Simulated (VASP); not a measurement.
# BaH4O3 (P2_1) in VASP: electric field gradients with r2SCAN

Aim: the electric field gradients of BaH4O3 with r2SCAN.

Everything below comes from runs of VASP 6.6.1. Logs are shortened: lines on timing, memory, paths and dates and some standing lists are left out, and cuts for length are marked.

### 1 The cell of the first run

Symmetry: P2_1, No. 4, monoclinic system. Conventional cell: a = 3.989 Å, b = 7.007 Å, c = 6.388 Å, α = 90.00°, β = 90.80°, γ = 90.00°. Within 3.8 Å of Ba (site symmetry 1) lie 9 O at 2.81 to 3.60 Å and 14 H at 2.89 to 3.76 Å. H (site symmetry 1) has 1 O at 1.02 Å within 1.4 Å. Within 1.4 Å of H (site symmetry 1) lie 1 O at 1.02 Å. H (site symmetry 1) has 1 O at 0.98 Å within 1.3 Å. Within 1.3 Å of H (site symmetry 1) lie 1 O at 0.98 Å. Within 1.4 Å of O (site symmetry 1) lie 2 H at 1.02 Å. O (site symmetry 1) has 1 H at 0.98 Å within 1.3 Å. O (site symmetry 1) has 1 H at 0.98 Å within 1.3 Å.

### 2 Electric field gradients, r2SCAN

POSCAR

```
BaH4O3
1.0
    3.9890300000      0.0000000000      0.0000000000
    0.0000000000      7.0069460000      0.0000000000
   -0.0892600000      0.0000000000      6.3875770000
Ba H O
2 8 6
Direct
    0.9957740000      0.2407550000      0.6557770000
    0.0042260000      0.7407550000      0.3442230000
    0.8044330000      0.1976150000      0.1273200000
    0.2065000000      0.1988000000      0.1273610000
    0.1955670000      0.6976150000      0.8726800000
    0.7935000000      0.6988000000      0.8726390000
    0.5033130000      0.4075860000      0.0092420000
    0.4966870000      0.9075860000      0.9907580000
    0.5199380000      0.5518710000      0.6042470000
    0.4800620000      0.0518710000      0.3957530000
    0.0083660000      0.1480710000      0.2093810000
    0.9916340000      0.6480710000      0.7906190000
    0.5016510000      0.2723990000      0.9686970000
    0.4983490000      0.7723990000      0.0313030000
    0.5052800000      0.4795360000      0.4735200000
    0.4947200000      0.9795360000      0.5264800000
```

INCAR.step1

```
SYSTEM = BaH4O3
PREC     = Accurate       ! precision mode
ENCUT    = 910            ! plane-wave cutoff, eV
ISMEAR   = -1             ! smearing method
SIGMA    = 0.02           ! smearing width, eV
LREAL    = Auto         
LASPH    = .TRUE.         ! aspherical terms in the spheres
NELM     = 120            ! most SCF steps
NBANDS   = 46             ! bands
GGA      = PE             ! functional
ALGO     = Normal         ! electronic algorithm
EDIFF    = 1E-5           ! SCF threshold, eV
LWAVE    = .TRUE.         ! write WAVECAR
LCHARG   = .FALSE.        ! write CHGCAR
GGA_COMPAT= .FALSE.
```

INCAR.step2

```
SYSTEM = BaH4O3
PREC     = Accurate       ! precision mode
ENCUT    = 910            ! plane-wave cutoff, eV
EDIFF    = 1E-7           ! SCF threshold, eV
ISMEAR   = -1             ! smearing method
SIGMA    = 0.02           ! smearing width, eV
LREAL    = Auto         
LASPH    = .TRUE.         ! aspherical terms in the spheres
NELM     = 120            ! most SCF steps
ALGO     = Normal         ! electronic algorithm
ISIF     = 2              ! what is computed and relaxed
LWAVE    = .FALSE.        ! write WAVECAR
LCHARG   = .FALSE.        ! write CHGCAR
METAGGA  = R2SCAN         ! meta-GGA
LMIXTAU  = .TRUE.       
LEFG     = .TRUE.       
NBANDS   = 46             ! bands
ISTART   = 1            
GGA_COMPAT= .FALSE.
```

KPOINTS

```
regular mesh
0
G
  5 3 3
  0 0 0
```

Potentials or basis: VASP PAW PBE potentials, release 64 (Ba_sv, H_h, O_h).

Run with:

```console
> cat potpaw_PBE.64/Ba_sv/POTCAR potpaw_PBE.64/H_h/POTCAR potpaw_PBE.64/O_h/POTCAR > POTCAR
> cp INCAR.step1 INCAR
> mpirun -np 1 vasp_std > vasp.out
> cp INCAR.step2 INCAR
> mpirun -np 1 vasp_std > vasp.out
```

OUTCAR:

```text
SYSTEM = BaH4O3
   PREC = Accurate
   ENCUT = 910
   EDIFF = 1E-7
   ISMEAR = -1
   LREAL = Auto
   LASPH = .TRUE.
   NELM = 120
   ISIF = 2
   METAGGA = R2SCAN
   ISTART = 1

 ion  position               nearest neighbor table
   1  0.996  0.241  0.656-  15 2.81  16 2.83  13 2.83  16 2.84  13 2.84  15 2.89  11 2.93  12 2.98
                             2 4.03   2 4.03
   2  0.004  0.741  0.344-  16 2.81  15 2.83  14 2.83  15 2.84  14 2.84  16 2.89  12 2.93  11 2.98
                             1 4.03   1 4.03
   3  0.804  0.198  0.127-  11 1.02
   4  0.206  0.199  0.127-  11 1.02
   5  0.196  0.698  0.873-  12 1.02
   6  0.794  0.699  0.873-  12 1.02
   7  0.503  0.408  0.009-  13 0.98
   8  0.497  0.908  0.991-  14 0.98
   9  0.520  0.552  0.604-  15 0.98
  10  0.480  0.052  0.396-  16 0.98
  11  0.008  0.148  0.209-   4 1.02   3 1.02   1 2.93   2 2.98
  12  0.992  0.648  0.791-   6 1.02   5 1.02   2 2.93   1 2.98
  13  0.502  0.272  0.969-   7 0.98   1 2.83   1 2.84
  14  0.498  0.772  0.031-   8 0.98   2 2.83   2 2.84
  15  0.505  0.480  0.474-   9 0.98   1 2.81   2 2.83   2 2.84   1 2.89
  16  0.495  0.980  0.526-  10 0.98   2 2.81   1 2.83   1 2.84   2 2.89

  LATTYP: Found a simple monoclinic cell.
 ALAT       =     3.9890300000
 B/A-ratio  =     1.7565538489
 C/A-ratio  =     1.6014421123
 COS(beta)  =    -0.0139726357

  Lattice vectors:

 A1 = (   3.9890300000,   0.0000000000,   0.0000000000)
 A2 = (   0.0000000000,   7.0069460000,   0.0000000000)
 A3 = (  -0.0892600000,   0.0000000000,   6.3875770000)

Analysis of symmetry for initial positions (statically):
=====================================================================
 Subroutine PRICEL returns:
 Original cell was already a primitive cell.

 Routine SETGRP: Setting up the symmetry group for a
 simple monoclinic supercell.

 Subroutine GETGRP returns: Found  2 space group operations
 (whereof  1 operations were pure point group operations)
 out of a pool of  4 trial point group operations.

The static configuration has the point symmetry C_1 .
 The point group associated with its full space group is C_2 .

Analysis of symmetry for dynamics (positions and initial velocities):
=====================================================================
 Subroutine PRICEL returns:
 Original cell was already a primitive cell.

 Routine SETGRP: Setting up the symmetry group for a
 simple monoclinic supercell.

 Subroutine GETGRP returns: Found  2 space group operations
 (whereof  1 operations were pure point group operations)
 out of a pool of  4 trial point group operations.

The dynamic configuration has the point symmetry C_1 .
 The point group associated with its full space group is C_2 .

 Subroutine INISYM returns: Found  2 space group operations
 (whereof  1 operations are pure point group operations),
 and found     1 'primitive' translations

----------------------------------------------------------------------------------------

                                     Primitive cell

  volume of cell :     178.5386

  direct lattice vectors                    reciprocal lattice vectors
     3.989030000  0.000000000  0.000000000     0.250687510  0.000000000  0.003503107
     0.000000000  7.006946000  0.000000000     0.000000000  0.142715528  0.000000000
    -0.089260000  0.000000000  6.387577000     0.000000000  0.000000000  0.156553886

  length of vectors
     3.989030000  7.006946000  6.388200629     0.250711986  0.142715528  0.156553886

  position of ions in fractional coordinates (direct lattice)
     0.995774000  0.240755000  0.655777000
     0.004226000  0.740755000  0.344223000
     0.804433000  0.197615000  0.127320000
     0.206500000  0.198800000  0.127361000
     0.195567000  0.697615000  0.872680000
     0.793500000  0.698800000  0.872639000
[... 8 lines left out ...]
     0.505280000  0.479536000  0.473520000
     0.494720000  0.979536000  0.526480000

[... 71 lines left out ...]
 SYSTEM =  BaH4O3
   PREC   = accura    normal or accurate (medium, high low for compatibility)
   ISTART =      1    job   : 0-new  1-cont  2-samecut
   ICHARG =      0    charge: 1-file 2-atom 10-const
   ISPIN  =      1    spin polarized calculation?
   LNONCOLLINEAR =      F non collinear calculations
   LSORBIT =      F    spin-orbit coupling
   LASPH  =      T    aspherical Exc in radial PAW
   ENCUT  =  910.0 eV  66.88 Ry    8.18 a.u.   9.81 17.23 15.71*2*pi/ulx,y,z
   NELM   =    120;   NELMIN=  2; NELMDL=  0     # of ELM steps
   EDIFF  = 0.1E-06   stopping-criterion for ELM
   LREAL  =      T    real-space projection
   EDIFFG = 0.1E-05   stopping-criterion for IOM
   NSW    =      0    number of steps for IOM
   IBRION =     -1    ionic relax: 0-MD 1-quasi-New 2-CG
   NFREE  =      0    steps in history (QN), initial steepest desc. (CG)
   ISIF   =      2    stress and relaxation
   ISYM   =      2    0-nonsym 1-usesym 2-fastsym
   POTIM  = 0.5000    time-step for ionic-motion
   TEBEG  =    0.0;   TEEND  =   0.0 temperature during run
   PSTRESS=    0.0 pullay stress
   NELECT =      64.0000    total number of electrons
   NUPDOWN=      -1.0000    fix difference up-down
   EMIN   =  10.00;   EMAX   =-10.00  energy-range for DOS
   EFERMI =   0.00;   METHOD = LEGACY
   ISMEAR =    -1;   SIGMA  =   0.02  broadening in eV -4-tet -1-fermi 0-gaus
   EFERMI_NEDOS =   21; number of points for ismear=-14 and -15
   IALGO  =     38    algorithm
   IMIX   =      4    mixing-type and parameters
     AMIX     =   0.40;   BMIX     =  1.00
     AMIX_MAG =   1.60;   BMIX_MAG =  1.00
  volume/ion in A,a.u.               =      11.16        75.30
  Fermi-wavevector in a.u.,A,eV,Ry     =   1.162940  2.197638 18.400929  1.352430
  Thomas-Fermi vector in A             =   2.299496
   LORBIT       =      0    0 simple, 1 ext, 2 COOP (PROOUT), +10 PAW based schemes
   METAGGA = R2SCAN    functional components
   LHFCALC =     F    Hartree Fock is set to
   AEXX    =    0.0000 exact exchange contribution
   IVDW    =     0    specifies the selected vdW correction
   LEPSILON=     F    determine dielectric tensor
   LRPA    =     F    only Hartree local field effects (RPA)
 non-spin polarized calculation
  energy-cutoff  :      910.00
  volume of cell :      178.54
 maximum number of plane-waves:     11155
   NGX = 19   NGY = 35   NGZ = 31

 number of electron      64.0000004 magnetization

 Free energy of the ion-electron system (eV)
  ---------------------------------------------------
  ext. energy  EPLUGINS =         0.00000000
  ---------------------------------------------------
  free energy    TOTEN  =      -141.97563585 eV

  energy without entropy =     -141.97563585  energy(sigma->0) =     -141.97563585

 E-fermi :  -0.3121     XC(G=0):  -9.2575

 val. band max:       -0.7823721422   @ k =   0.0000   0.0000   0.3333
 cond. band min:       3.9593174510   @ k =   0.0000   0.0000   0.0000
 fundamental gap:      4.7416895932
 Fermi energy:        -0.3120774392

 k-point     1 :       0.0000    0.0000    0.0000
  band No.  band energies     occupation
      1     -26.2448      2.00000
      2     -26.1619      2.00000
      3     -20.4982      2.00000
      4     -20.4500      2.00000
      5     -18.6432      2.00000
      6     -18.6414      2.00000
[... 741 lines left out ...]
     43       8.5581      0.00000
     44       8.8842      0.00000
 [bands above 44 left out]

------------------------ aborting loop because EDIFF is reached ----------------------------------------

  FORCE on cell =-STRESS in cart. coord.  units (eV):
  Direction    XX          YY          ZZ          XY          YZ          ZX
  --------------------------------------------------------------------------------------
  -------------------------------------------------------------------------------------
  Total       -2.6458434     -3.8289646     -3.0438890      0.0000000      0.0000000      0.0297039
  in kB      -23.7433770    -34.3605188    -27.3153753      0.0000000      0.0000000      0.2665580
  external PRESSURE =     -28.4730904 kB  Pullay stress =       0.0000000 kB

 VOLUME and BASIS-vectors are now :
 -----------------------------------------------------------------------------
  energy-cutoff  :      910.00
  volume of cell :      178.54
      direct lattice vectors                 reciprocal lattice vectors
     3.989030000  0.000000000  0.000000000     0.250687510  0.000000000  0.003503107
     0.000000000  7.006946000  0.000000000     0.000000000  0.142715528  0.000000000
    -0.089260000  0.000000000  6.387577000     0.000000000  0.000000000  0.156553886

 POSITION                                       TOTAL-FORCE (eV/Angst)
 -----------------------------------------------------------------------------------
      3.91364      1.68696      4.18883         0.051359      0.079228      0.020856
     -0.01387      5.19043      2.19875        -0.051359      0.079228     -0.020856
      3.19754      1.38468      0.81327         0.412385     -0.182737      0.228414
      0.81237      1.39298      0.81353        -0.318275     -0.147625      0.160477
      0.70223      4.88815      5.57431        -0.412385     -0.182737     -0.228414
      3.08740      4.89645      5.57405         0.318275     -0.147625     -0.160477
[... 8 lines left out ...]
      1.97331      3.36008      3.02465        -0.034005      0.285809      0.522677
      1.92646      6.86356      3.36293         0.034005      0.285809     -0.522677
 -----------------------------------------------------------------------------------
    total drift:                                0.000000      0.003548     -0.000001

  FREE ENERGIE OF THE ION-ELECTRON SYSTEM (eV)
  ---------------------------------------------------
  free  energy   TOTEN  =      -141.9756358529 eV

  energy  without entropy=     -141.9756358529  energy(sigma->0) =     -141.97563585

 Electric field gradients (V/A^2)
---------------------------------------------------------------------
 ion       V_xx      V_yy      V_zz      V_xy      V_xz      V_yz
---------------------------------------------------------------------
   1     -87.894    61.492    26.402     7.161    -7.336   -59.175
   2     -87.894    61.492    26.402    -7.161    -7.336    59.175
   3      10.938    -7.861    -3.077    -7.974    11.436    -6.343
   4      10.969    -7.874    -3.094     8.524   -11.795    -6.812
   5      10.938    -7.861    -3.077     7.974    11.436     6.343
   6      10.969    -7.874    -3.094    -8.524   -11.795     6.812
[... 8 lines left out ...]
  15     -70.024   -13.705    83.729     5.251     6.400    93.309
  16     -70.024   -13.705    83.729    -5.251     6.400   -93.309
---------------------------------------------------------------------

 Electric field gradients after diagonalization (V/A^2)
 (convention: |V_zz| > |V_xx| > |V_yy|)
----------------------------------------------------------------------
 ion       V_xx      V_yy      V_zz     asymmetry (V_yy - V_xx)/ V_zz
----------------------------------------------------------------------
   1     -88.459   -17.738   106.197       0.666
   2     -88.459   -17.738   106.197       0.666
   3     -12.248    -8.625    20.873       0.174
   4     -12.705    -8.913    21.619       0.175
   5     -12.248    -8.625    20.873       0.174
   6     -12.705    -8.913    21.619       0.175
[... 8 lines left out ...]
  15     -71.471   -69.122   140.593       0.017
  16     -71.471   -69.122   140.593       0.017
----------------------------------------------------------------------

           NMR quadrupolar parameters

 Cq : quadrupolar parameter    Cq=e*Q*V_zz/h
 eta: asymmetry parameters     (V_yy - V_xx)/ V_zz
 Q  : nuclear electric quadrupole moment in mb (millibarn)
----------------------------------------------------------------------
 ion       Cq(MHz)       eta       Q (mb)
----------------------------------------------------------------------
   1       0.257       0.666       1.000
   2       0.257       0.666       1.000
   3       0.050       0.174       1.000
   4       0.052       0.175       1.000
   5       0.050       0.174       1.000
   6       0.052       0.175       1.000
[... 8 lines left out ...]
  15       0.340       0.017       1.000
  16       0.340       0.017       1.000
----------------------------------------------------------------------
```

Wall time 15 min (1 thread of AMD EPYC 9R45 (Zen 5), shared host); peak memory 0.55 GiB.

Results:

| Property | Result |
| --- | --- |
| Free energy | -141.9756 eV |
| Pressure | -2.8 GPa |
| Largest force | 0.747 eV/Å |
| Band gap on the k mesh | 4.74 eV |
| Largest electric field gradient by atom | Ba +106.2; H +20.9, +21.6, +39.4, +40.6 (each value once); O -110.1, +133.8, +140.6 (each value once) V/Å² |

Forces on the atoms (eV/Å):
```
Ba   0.051  0.079  0.021
Ba  -0.051  0.079 -0.021
H    0.412 -0.183  0.228
H   -0.318 -0.148  0.160
H   -0.412 -0.183 -0.228
H    0.318 -0.148 -0.160
H   -0.001 -0.719 -0.202
H    0.001 -0.719  0.202
H   -0.075 -0.264 -0.402
H    0.075 -0.264  0.402
O   -0.151  0.287 -0.433
O    0.151  0.287  0.433
O    0.021  0.661  0.222
O   -0.021  0.661 -0.222
O   -0.034  0.286  0.523
O    0.034  0.286 -0.523
```

Electric field gradients, principal values (V/Å²):
| atom | least | middle | greatest (by size) |
| --- | --- | --- | --- |
| 1 Ba | -17.738 | -88.459 | 106.197 |
| 2 Ba | -17.738 | -88.459 | 106.197 |
| 3 H | -8.625 | -12.248 | 20.873 |
| 4 H | -8.913 | -12.705 | 21.619 |
| 5 H | -8.625 | -12.248 | 20.873 |
| 6 H | -8.913 | -12.705 | 21.619 |
| 7 H | -19.516 | -19.859 | 39.375 |
| 8 H | -19.516 | -19.859 | 39.375 |
| 9 H | -20.206 | -20.430 | 40.636 |
| 10 H | -20.206 | -20.430 | 40.636 |
| 11 O | 9.031 | 101.092 | -110.123 |
| 12 O | 9.031 | 101.092 | -110.123 |
| 13 O | -66.272 | -67.505 | 133.778 |
| 14 O | -66.272 | -67.505 | 133.778 |
| 15 O | -69.122 | -71.471 | 140.593 |
| 16 O | -69.122 | -71.471 | 140.593 |

Caveat: without QUAD_EFG the Cq values of the log hold for a quadrupole moment of 1 mb, not for the nuclei; the PAW data sets were made with another functional, which shifts forces and pressure a little; spin-orbit coupling is left out, which moves the levels of the heavy elements.
